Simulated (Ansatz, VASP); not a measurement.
GaSb3: VASP beside Ansatz

```
Ga Sb
1.0
    -2.98907    2.98907    2.98907
     2.98907   -2.98907    2.98907
     2.98907    2.98907   -2.98907
Ga Sb
1 3
Direct
  0.00000 0.00000 0.00000
  0.00000 0.50000 0.50000
  0.50000 0.00000 0.50000
  0.50000 0.50000 0.00000
```

Alike in both runs: task single point; functional PBE; k mesh 8 × 8 × 8; occupations gaussian, width 0.1 eV; no spin polarisation.

```csv
,VASP,Ansatz
version,VASP 6.6.1,Ansatz 0.2.0
potentials or method,"VASP PAW PBE potentials, release 64 (Ga_d, Sb), cutoff 520 eV","scalar-relativistic, plane waves, PAW"
valence electrons in the cell,28,58
```

|  | VASP | Ansatz | Ansatz less VASP |
| --- | --- | --- | --- |
| gap on the k mesh at the Fermi level (eV) | none | none | - |
| pressure (GPa) | 1.8 | 1.7 | -0.04 |

A gap of «none» marks a metal or a gap that the smearing closes. VASP's potentials hold 28 valence electrons a cell and Ansatz's 58, so a difference there can come from the potentials and not from the codes.

Neither program's run includes spin-orbit coupling.
